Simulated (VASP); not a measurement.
Runs of VASP 6.6.1 on C. The structure is that of space group Im-3m (No. 229), or close to it. The cells are those of the table. 

```tsv
task	cell	k mesh	cutoff (eV)	gap on the mesh (eV)	pressure (GPa)
single point	a = 2.498 Å, angles 109.5°, 1 atom	8 × 8 × 8	520	none	-34.5
relaxation of cell and atoms	relaxed from a = 2.498 Å, angles 109.5°, 1 atom	8 × 8 × 8	600	none	0.7
relaxation of cell and atoms	relaxed from a = 2.011 Å, angles 109.5°, 1 atom	32 × 32 × 32	600	none	0.0
single point	a = 2.011 Å, angles 109.5°, 1 atom	8 × 8 × 8	520	none	(a)
single point	a = 2.029 Å, angles 109.5°, 1 atom	32 × 32 × 32	520	none	0.3
```

Alike in all rows: level PBEsol; potentials or basis VASP PAW PBE potentials, release 64 (C); no spin polarisation; smearing gaussian 0.1 eV.

Q: Fill in the values left out.

A: (a) 0.4.

Caveats: some runs use coarse meshes; the PAW data sets were made with another functional, which shifts forces and pressure a little.

A gap of «none» marks levels without a gap at the run's occupations.
